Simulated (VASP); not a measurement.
Crystal: Zr.

```xyz
2
Lattice="3.2300 0.0000 0.0000 -1.6150 2.7973 0.0000 0.0000 0.0000 5.1454" Properties=species:S:1:pos:R:3 pbc="T T T"
Zr    0.0000    1.8648    3.8590
Zr    1.6150    0.9324    1.2863
```

| Quantity | Value |
| --- | --- |
| Program | VASP 6.6.1 |
| Task | relaxation of cell and atoms |
| Functional | PBEsol |
| Potentials or basis | VASP PAW PBE potentials, release 64 (Zr_sv) |
| Cutoff | 600 eV |
| k mesh | 16 × 16 × 8 |
| Occupations | gaussian, width 0.05 eV |
| Spin | no spin polarisation |

At the start: pressure -3.1 GPa; volume 23.24 Å³/atom.

Task: Where does the relaxation end?

Result: Over 6 steps the energy falls by 7.6 meV/atom and the volume is 22.48 Å³/atom (-3.3 %); space group P6_3/mmc (No. 194, to 0.1 Å) before and after.

The path:
```csv
step,energy change (eV),largest force (eV/Å),pressure (GPa),volume (Å³)
1,0.0000,0.0000,-3.11,46.49
2,0.0008,0.0000,3.50,43.52
3,-0.0149,0.0000,0.00,45.00
4,-0.0149,0.0000,0.06,44.97
5,-0.0152,0.0000,0.05,44.96
6,-0.0152,0.0000,0.05,44.95
```

Final structure:
```
Zr
1.0
     3.18751    0.00000    0.00000
    -1.59375    2.76046    0.00000
     0.00000    0.00000    5.10905
Zr
2
Direct
  0.33333 0.66667 0.75000
  0.66667 0.33333 0.25000
```

Caveat: the PAW data sets were made with another functional, which shifts forces and pressure a little.
